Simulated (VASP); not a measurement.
# SiC (P6_3mc) in VASP: notebook, part 2 of 2

VASP 6.6.1. The steps go on from the part before.

### 3 Single point, r2SCAN (strain +0.080 along x and y, +0.040 along z)

The input, POSCAR:

```
SiC
1.0
    3.3237640817      0.0000000000      0.0000000000
   -1.6618820408      2.8784641310      0.0000000000
    0.0000000000      0.0000000000     10.4798399077
Si C
4 4
Direct
    0.6666666667      0.3333333333      0.9378376197
    0.3333333333      0.6666666667      0.4378376197
    0.0000000000      0.0000000000      0.6878931817
    0.0000000000      0.0000000000      0.1878931817
    0.6666666667      0.3333333333      0.7498040034
    0.3333333333      0.6666666667      0.2498040034
    0.0000000000      0.0000000000      0.5004641952
    0.0000000000      0.0000000000      0.0004641952
```

The input, INCAR.step1:

```
SYSTEM = SiC
ALGO = Normal ; EDIFF = 1E-4
ENCUT = 520 ; GGA = PE
ISMEAR = 0 ; LASPH = .True.
LCHARG = .False. ; LREAL = .False.
LWAVE = .True. ; NBANDS = 26
NELM = 80 ; PREC = Accurate
SIGMA = 0.05
```

The input, INCAR.step2:

```
SYSTEM = SiC
ALGO = Normal ; EDIFF = 1E-6
ENCUT = 520 ; ISIF = 2
ISMEAR = 0 ; ISTART = 1
LASPH = .True. ; LCHARG = .False.
LMIXTAU = .True. ; LREAL = .False.
LWAVE = .False. ; METAGGA = R2SCAN
NBANDS = 26 ; NELM = 80
PREC = Accurate ; SIGMA = 0.05
```

The input, KPOINTS:

```
k-points
0
Gamma
  12 12 4
  0 0 0
```

Potentials or basis: VASP PAW PBE potentials, release 64 (Si, C).

Run with:

```bash
> cat potpaw_PBE.64/Si/POTCAR potpaw_PBE.64/C/POTCAR > POTCAR
> cp INCAR.step1 INCAR
> mpirun -np 1 vasp_std > vasp.out
> cp INCAR.step2 INCAR
> mpirun -np 1 vasp_std > vasp.out
```

OUTCAR:

```text
SYSTEM = SiC
   EDIFF = 1E-6
   ENCUT = 520
   ISIF = 2
   ISMEAR = 0
   ISTART = 1
   LASPH = .True.
   LREAL = .False.
   METAGGA = R2SCAN
   NELM = 80
   PREC = Accurate

 ion  position               nearest neighbor table
   1  0.667  0.333  0.938-   5 1.97   8 2.03   8 2.03   8 2.03
   2  0.333  0.667  0.438-   6 1.97   7 2.03   7 2.03   7 2.03
   3  0.000  0.000  0.688-   7 1.96   5 2.03   5 2.03   5 2.03
   4  0.000  0.000  0.188-   8 1.96   6 2.03   6 2.03   6 2.03
   5  0.667  0.333  0.750-   1 1.97   3 2.03   3 2.03   3 2.03
   6  0.333  0.667  0.250-   2 1.97   4 2.03   4 2.03   4 2.03
   7  0.000  0.000  0.500-   3 1.96   2 2.03   2 2.03   2 2.03
   8  0.000  0.000  0.000-   4 1.96   1 2.03   1 2.03   1 2.03

  LATTYP: Found a hexagonal cell.
 ALAT       =     3.3237640817
 C/A-ratio  =     3.1530035376

  Lattice vectors:

 A1 = (   3.3237640817,   0.0000000000,   0.0000000000)
 A2 = (  -1.6618820408,   2.8784641310,   0.0000000000)
 A3 = (   0.0000000000,   0.0000000000,  10.4798399077)

Analysis of symmetry for initial positions (statically):
=====================================================================
 Subroutine PRICEL returns:
 Original cell was already a primitive cell.

 Routine SETGRP: Setting up the symmetry group for a
 hexagonal supercell.

 Subroutine GETGRP returns: Found 12 space group operations
 (whereof  6 operations were pure point group operations)
 out of a pool of 24 trial point group operations.

The static configuration has the point symmetry C_3v.
 The point group associated with its full space group is C_6v.

Analysis of symmetry for dynamics (positions and initial velocities):
=====================================================================
 Subroutine PRICEL returns:
 Original cell was already a primitive cell.

[... 142 lines left out ...]
  Fermi-wavevector in a.u.,A,eV,Ry     =   1.118775  2.114179 17.029849  1.251659
  Thomas-Fermi vector in A             =   2.255409
   LORBIT       =      0    0 simple, 1 ext, 2 COOP (PROOUT), +10 PAW based schemes
   METAGGA = R2SCAN    functional components
   LHFCALC =     F    Hartree Fock is set to
   AEXX    =    0.0000 exact exchange contribution
   IVDW    =     0    specifies the selected vdW correction
   LEPSILON=     F    determine dielectric tensor
   LRPA    =     F    only Hartree local field effects (RPA)
 non-spin polarized calculation
 Gauss-broadening in eV      SIGMA  =   0.05
  energy-cutoff  :      520.00
  volume of cell :      100.26
 maximum number of plane-waves:      2730
 NGX is ok and might be reduce to    28
   NGX = 13   NGY = 13   NGZ = 39

 number of electron      31.9999998 magnetization

 Free energy of the ion-electron system (eV)
  ---------------------------------------------------
  ext. energy  EPLUGINS =         0.00000000
  ---------------------------------------------------
  free energy    TOTEN  =       -75.25801286 eV

  energy without entropy =      -75.25801286  energy(sigma->0) =      -75.25801286

 E-fermi :   6.3122     XC(G=0): -11.0895

 val. band max:        6.0583606682   @ k =   0.0000   0.0000   0.0000
 cond. band min:       8.4013796339   @ k =   0.5000   0.0000   0.0000
 fundamental gap:      2.3430189657
 Fermi energy:         6.3122337881

 k-point     1 :       0.0000    0.0000    0.0000
  band No.  band energies     occupation
      1      -8.7692      2.00000
      2      -7.6668      2.00000
      3      -7.6287      2.00000
      4      -5.5384      2.00000
      5      -1.8420      2.00000
      6       1.9959      2.00000
[... 685 lines left out ...]
     25      14.0822      0.00000
     26      14.5554      0.00000

 [... further k-points ...]

------------------------ aborting loop because EDIFF is reached ----------------------------------------

  FORCE on cell =-STRESS in cart. coord.  units (eV):
  Direction    XX          YY          ZZ          XY          YZ          ZX
  --------------------------------------------------------------------------------------
  -------------------------------------------------------------------------------------
  Total      -21.4341955    -21.4341955    -12.9313137     -0.0000000     -0.0000000      0.0000000
  in kB     -342.5090965   -342.5090965   -206.6367530     -0.0000000     -0.0000000      0.0000000
  external PRESSURE =    -297.2183153 kB  Pullay stress =       0.0000000 kB

 VOLUME and BASIS-vectors are now :
 -----------------------------------------------------------------------------
  energy-cutoff  :      520.00
  volume of cell :      100.26
      direct lattice vectors                 reciprocal lattice vectors
     3.323764082  0.000000000  0.000000000     0.300863712  0.173703745  0.000000000
    -1.661882041  2.878464131  0.000000000     0.000000000  0.347407490  0.000000000
     0.000000000  0.000000000 10.479839908     0.000000000  0.000000000  0.095421305

 POSITION                                       TOTAL-FORCE (eV/Angst)
 -----------------------------------------------------------------------------------
      1.66188      0.95949      9.82839         0.000000     -0.000000      0.063339
     -0.00000      1.91898      4.58847        -0.000000     -0.000000      0.063339
      0.00000      0.00000      7.20901         0.000000     -0.000000      0.015152
      0.00000      0.00000      1.96909        -0.000000      0.000000      0.015152
      1.66188      0.95949      7.85783         0.000000     -0.000000     -0.071991
     -0.00000      1.91898      2.61791         0.000000      0.000000     -0.071991
      0.00000      0.00000      5.24478         0.000000     -0.000000     -0.006500
      0.00000      0.00000      0.00486         0.000000     -0.000000     -0.006500
 -----------------------------------------------------------------------------------
    total drift:                               -0.000000     -0.000000      0.000418

  FREE ENERGIE OF THE ION-ELECTRON SYSTEM (eV)
  ---------------------------------------------------
  free  energy   TOTEN  =       -75.2580128588 eV

  energy  without entropy=      -75.2580128588  energy(sigma->0) =      -75.25801286
```

OUTCAR.step1:

```text
SYSTEM = SiC
   EDIFF = 1E-4
   ENCUT = 520
   GGA = PE
   ISMEAR = 0
   LASPH = .True.
   LREAL = .False.
   NELM = 80
[... 942 lines left out ...]
     -0.00000      1.91898      2.61791         0.000000     -0.000000     -0.100042
      0.00000      0.00000      5.24478         0.000000     -0.000000     -0.047324
      0.00000      0.00000      0.00486        -0.000000      0.000000     -0.047324
 -----------------------------------------------------------------------------------
    total drift:                               -0.000000     -0.000000      0.002285

  FREE ENERGIE OF THE ION-ELECTRON SYSTEM (eV)
  ---------------------------------------------------
  free  energy   TOTEN  =       -58.5882346433 eV

  energy  without entropy=      -58.5882346433  energy(sigma->0) =      -58.58823464
```

OSZICAR.step1:

```text
N       E                     dE             d eps       ncg     rms          rms(c)
DAV:   1     0.670933891846E+02    0.67093E+02   -0.13881E+04  2964   0.109E+03
DAV:   2    -0.565106292934E+02   -0.12360E+03   -0.11438E+03  3930   0.175E+02
DAV:   3    -0.640581841656E+02   -0.75476E+01   -0.74748E+01  4052   0.407E+01
DAV:   4    -0.641835474992E+02   -0.12536E+00   -0.12511E+00  3856   0.608E+00
DAV:   5    -0.641863123493E+02   -0.27649E-02   -0.27630E-02  3960   0.861E-01    0.142E+01
DAV:   6    -0.586014753728E+02    0.55848E+01   -0.17330E+01  3696   0.173E+01    0.611E+00
DAV:   7    -0.586146773306E+02   -0.13202E-01   -0.14231E+00  4070   0.536E+00    0.296E+00
DAV:   8    -0.585889301903E+02    0.25747E-01   -0.70855E-02  3570   0.141E+00    0.932E-01
DAV:   9    -0.585874247147E+02    0.15055E-02   -0.12585E-02  3792   0.622E-01    0.176E-01
DAV:  10    -0.585881256929E+02   -0.70098E-03   -0.23499E-03  3936   0.216E-01    0.892E-02
DAV:  11    -0.585882343726E+02   -0.10868E-03   -0.46830E-04  3344   0.109E-01    0.180E-02
DAV:  12    -0.585882346433E+02   -0.27066E-06   -0.21308E-05  1808   0.256E-02
   1 F= -.58588235E+02 E0= -.58588235E+02  d E =-.690278E-12
```

Wall time 7.4 min (1 thread of Intel Xeon 6975P-C, shared host); peak memory 0.31 GiB.

Results:

- Free energy: -75.2580 eV
- Pressure: -29.7 GPa
- Largest force: 0.072 eV/Å
- Band gap on the k mesh: 2.34 eV, indirect (least direct gap 3.40 eV)

Forces in eV/Å, atoms in the order of the input:
```
Si   0.000  0.000  0.063
Si   0.000  0.000  0.063
Si   0.000  0.000  0.015
Si   0.000  0.000  0.015
C    0.000  0.000 -0.072
C    0.000  0.000 -0.072
C    0.000  0.000 -0.006
C    0.000  0.000 -0.006
```

Stress tensor (GPa, compression positive):
```
-34.25   0.00   0.00
  0.00 -34.25   0.00
  0.00   0.00 -20.66
```

Caveat: the cell differs from its parent crystal (strain +0.080 along x and y, +0.040 along z); the PAW data sets were made with another functional, which shifts forces and pressure a little. A k mesh can miss the band edges.

### 4 Single point, r2SCAN (strain +0.080 along x and y, +0.080 along z)

Changes to POSCAR since step 3:

```diff
@@ -4,3 +4,3 @@
    -1.6618820408      2.8784641310      0.0000000000
-    0.0000000000      0.0000000000     10.4798399077
+    0.0000000000      0.0000000000     10.8829106734
 Si C
```

The input, INCAR.step1:

```
SYSTEM = SiC
ALGO = Normal
EDIFF = 1E-4
ENCUT = 520
GGA = PE
ISMEAR = 0
LASPH = .TRUE.
LCHARG = .FALSE.
LREAL = .FALSE.
LWAVE = .TRUE.
NBANDS = 26
NELM = 80
PREC = Accurate
SIGMA = 0.05
```

The input, INCAR.step2:

```
SYSTEM = SiC
ALGO = Normal
EDIFF = 1E-6
ENCUT = 520
ISIF = 2
ISMEAR = 0
ISTART = 1
LASPH = .TRUE.
LCHARG = .TRUE.
LELF = .TRUE.
LMIXTAU = .TRUE.
LREAL = .FALSE.
LVHAR = .TRUE.
LWAVE = .FALSE.
METAGGA = R2SCAN
NBANDS = 26
NELM = 80
PREC = Accurate
SIGMA = 0.05
```

The input, KPOINTS:

```
k-points
0
G
  12 12 4
  0 0 0
```

Potentials or basis: VASP PAW PBE potentials, release 64 (Si, C).

Run with:

```bash
> cat potpaw_PBE.64/Si/POTCAR potpaw_PBE.64/C/POTCAR > POTCAR
> cp INCAR.step1 INCAR
> mpirun -np 1 vasp_std > vasp.out
> cp INCAR.step2 INCAR
> mpirun -np 1 vasp_std > vasp.out
```

OUTCAR:

```text
SYSTEM = SiC
   EDIFF = 1E-6
   ENCUT = 520
   ISIF = 2
   ISMEAR = 0
   ISTART = 1
   LASPH = .TRUE.
   LREAL = .FALSE.
   METAGGA = R2SCAN
   NELM = 80
   PREC = Accurate

 ion  position               nearest neighbor table
   1  0.667  0.333  0.938-   8 2.04   8 2.04   8 2.04   5 2.05
   2  0.333  0.667  0.438-   7 2.04   7 2.04   7 2.04   6 2.05
   3  0.000  0.000  0.688-   5 2.03   5 2.03   5 2.03   7 2.04
   4  0.000  0.000  0.188-   6 2.03   6 2.03   6 2.03   8 2.04
   5  0.667  0.333  0.750-   3 2.03   3 2.03   3 2.03   1 2.05
   6  0.333  0.667  0.250-   4 2.03   4 2.03   4 2.03   2 2.05
   7  0.000  0.000  0.500-   2 2.04   2 2.04   2 2.04   3 2.04
   8  0.000  0.000  0.000-   1 2.04   1 2.04   1 2.04   4 2.04
[... 912 lines left out ...]
  in kB     -332.9936923   -332.9936924   -328.6329185     -0.0000000      0.0000000      0.0000000
  external PRESSURE =    -331.5401011 kB  Pullay stress =       0.0000000 kB

 VOLUME and BASIS-vectors are now :
 -----------------------------------------------------------------------------
  energy-cutoff  :      520.00
  volume of cell :      104.12
      direct lattice vectors                 reciprocal lattice vectors
     3.323764082  0.000000000  0.000000000     0.300863712  0.173703745  0.000000000
    -1.661882041  2.878464131  0.000000000     0.000000000  0.347407490  0.000000000
     0.000000000  0.000000000 10.882910673     0.000000000  0.000000000  0.091887183

 POSITION                                       TOTAL-FORCE (eV/Angst)
 -----------------------------------------------------------------------------------
      1.66188      0.95949     10.20640         0.000000     -0.000000      0.057589
     -0.00000      1.91898      4.76495        -0.000000     -0.000000      0.057589
      0.00000      0.00000      7.48628        -0.000000     -0.000000     -0.022231
      0.00000      0.00000      2.04482         0.000000      0.000000     -0.022231
      1.66188      0.95949      8.16005        -0.000000     -0.000000     -0.033076
     -0.00000      1.91898      2.71859        -0.000000     -0.000000     -0.033076
      0.00000      0.00000      5.44651         0.000000     -0.000000     -0.002283
      0.00000      0.00000      0.00505        -0.000000      0.000000     -0.002283
 -----------------------------------------------------------------------------------
    total drift:                               -0.000000     -0.000000      0.001310

  FREE ENERGIE OF THE ION-ELECTRON SYSTEM (eV)
  ---------------------------------------------------
  free  energy   TOTEN  =       -74.6065579806 eV

  energy  without entropy=      -74.6065579806  energy(sigma->0) =      -74.60655798
```

Run time: 8.7 min. Hardware: 1 thread of Intel Xeon 6975P-C, shared host; peak memory 0.32 GiB.

What came out:

```
Free energy            : -74.6066 eV
Pressure               : -33.2 GPa
Largest force          : 0.058 eV/Å
Band gap on the k mesh : 2.42 eV, indirect (least direct gap 3.52 eV)
```

Forces in eV/Å, atoms in the order of the input:
```
Si   0.000  0.000  0.058
Si   0.000  0.000  0.058
Si   0.000  0.000 -0.022
Si   0.000  0.000 -0.022
C    0.000  0.000 -0.033
C    0.000  0.000 -0.033
C    0.000  0.000 -0.002
C    0.000  0.000 -0.002
```

Stress tensor (GPa, compression positive):
```
-33.30   0.00   0.00
  0.00 -33.30   0.00
  0.00   0.00 -32.86
```

Caveat: the cell differs from its parent crystal (strain +0.080 along x and y, +0.080 along z); the PAW data sets were made with another functional, which shifts forces and pressure a little.

### 5 Single point, r2SCAN (strain +0.080 along x and y, -0.080 along z)

Changes to POSCAR since step 4:

```diff
@@ -4,3 +4,3 @@
    -1.6618820408      2.8784641310      0.0000000000
-    0.0000000000      0.0000000000     10.8829106734
+    0.0000000000      0.0000000000      9.2706276106
 Si C
```

The input, INCAR.step1:

```
PREC     = Accurate       # precision mode
ENCUT    = 520            # plane-wave cutoff, eV
ISMEAR   = 0              # smearing method
SIGMA    = 0.05           # smearing width, eV
LREAL    = False          # projectors in reciprocal space
LASPH    = True           # aspherical terms in the spheres
NELM     = 80             # most SCF steps
NBANDS   = 26             # bands
GGA      = PE             # functional
ALGO     = Normal         # electronic algorithm
EDIFF    = 1E-4           # SCF threshold, eV
LWAVE    = True           # write WAVECAR
LCHARG   = False          # write CHGCAR
```

The input, INCAR.step2:

```
PREC     = Accurate       # precision mode
ENCUT    = 520            # plane-wave cutoff, eV
EDIFF    = 1E-6           # SCF threshold, eV
ISMEAR   = 0              # smearing method
SIGMA    = 0.05           # smearing width, eV
LREAL    = False          # projectors in reciprocal space
LASPH    = True           # aspherical terms in the spheres
NELM     = 80             # most SCF steps
ALGO     = Normal         # electronic algorithm
ISIF     = 2              # what is computed and relaxed
LWAVE    = False          # write WAVECAR
LCHARG   = False          # write CHGCAR
METAGGA  = R2SCAN         # meta-GGA
LMIXTAU  = True         
NBANDS   = 26             # bands
ISTART   = 1
```

The input, KPOINTS:

```
Automatic mesh
0
Gamma
  12 12 4
```

Run with:

```bash
> cat potpaw_PBE.64/Si/POTCAR potpaw_PBE.64/C/POTCAR > POTCAR
> cp INCAR.step1 INCAR
> mpirun -np 1 vasp_std > vasp.out
> cp INCAR.step2 INCAR
> mpirun -np 1 vasp_std > vasp.out
```

Run time: 9.6 min. Hardware: 1 thread of AMD EPYC 7R13 (Zen 3), shared host; peak memory 0.25 GiB.

Results (log left out):

* Free energy: -74.5571 eV
* Pressure: -6.8 GPa
* Largest force: 2.357 eV/Å
* Band gap on the k mesh: 1.67 eV, indirect (least direct gap 2.51 eV)

Forces in eV/Å, atoms in the order of the input:
```
Si   0.000  0.000  2.104
Si   0.000  0.000  2.104
Si   0.000  0.000  2.357
Si   0.000  0.000  2.357
C    0.000  0.000 -2.340
C    0.000  0.000 -2.340
C    0.000  0.000 -2.121
C    0.000  0.000 -2.121
```

Stress tensor (GPa, compression positive):
```
-35.60   0.00   0.00
  0.00 -35.60   0.00
  0.00   0.00  50.69
```

Levels at points of the mesh, in eV from the valence-band top:
```
           k point  band 14  band 15  band 16  band 17  band 18  band 19
(0.00, 0.00, 0.00)    -0.22    -0.22     0.00     2.64     3.61     4.73
(0.50, 0.00, 0.00)    -1.58    -1.23    -0.83     1.67     2.55     3.93
(0.00, 0.00, 0.50)    -0.61    -0.61    -0.61     3.00     3.00     5.06
(0.50, 0.00, 0.50)    -2.34    -1.59    -1.59     2.16     2.16     4.78
```

Caveat: the cell differs from its parent crystal (strain +0.080 along x and y, -0.080 along z); the PAW data sets were made with another functional, which shifts forces and pressure a little. A k mesh can miss the band edges.

### 6 Summary

| cell | gap on the mesh (eV) | pressure (GPa) | largest force (eV/Å) |
| --- | --- | --- | --- |
| a = 3.201, b = 3.201, c = 10.883 Å, angles 90.0, 90.0, 120.0°, 8 atoms | 2.34 | -25.7 | 0.08 |
| a = 3.324, b = 3.324, c = 10.480 Å, angles 90.0, 90.0, 120.0°, 8 atoms | 2.34 | -29.7 | 0.07 |
| a = 3.324, b = 3.324, c = 10.883 Å, angles 90.0, 90.0, 120.0°, 8 atoms | 2.42 | -33.2 | 0.06 |
| a = 3.324, b = 3.324, c = 9.271 Å, angles 90.0, 90.0, 120.0°, 8 atoms | 1.67 | -6.8 | 2.36 |

Alike in all rows: task single point; level r2SCAN; potentials or basis VASP PAW PBE potentials, release 64 (Si, C); no spin polarisation; k mesh 12 × 12 × 4; cutoff (eV) 520; smearing gaussian 0.05 eV.

Caveats: the PAW data sets were made with another functional, which shifts forces and pressure a little.

Absolute energies hang on the potentials; compare differences alone.
